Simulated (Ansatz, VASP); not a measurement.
**GaAs: VASP beside Ansatz**

```xyz
2
Lattice="0.0000 2.8331 2.8331 2.8620 0.0000 2.8331 2.8620 2.8331 0.0000" Properties=species:S:1:pos:R:3 pbc="T T T"
Ga    0.0000    0.0000    0.0000
As    1.4310    1.4165    1.4165
```

Change from the starting cell: uniaxial_x strain +1.0%.

Alike in both runs: task single point; functional HSE06; k mesh 6 × 6 × 6; no spin polarisation.

|  | VASP | Ansatz |
| --- | --- | --- |
| version | VASP 6.6.1 | Ansatz 0.2.0 |
| potentials or method | VASP PAW PBE potentials, release 64 (Ga_d, As) | plane waves, PAW |
| plane-wave cutoff (eV) | 520 | 420 |
| occupations | gaussian, width 0.01 eV | fixed |
| valence electrons in the cell | 18 | 28 |

|  | VASP | Ansatz | Ansatz less VASP |
| --- | --- | --- | --- |
| gap on the k mesh at the Fermi level (eV) | 1.25 | 1.26 | +0.005 |
| pressure (GPa) | -0.3 | -0.1 | +0.13 |
| traceless stress, the component that is largest in VASP (GPa) | -0.47 | -0.47 | +0.002 |

VASP's potentials hold 18 valence electrons a cell and Ansatz's 28, so a difference there can come from the potentials and not from the codes. Ansatz's warnings: stress exchange threshold loose, stress scf threshold loose.
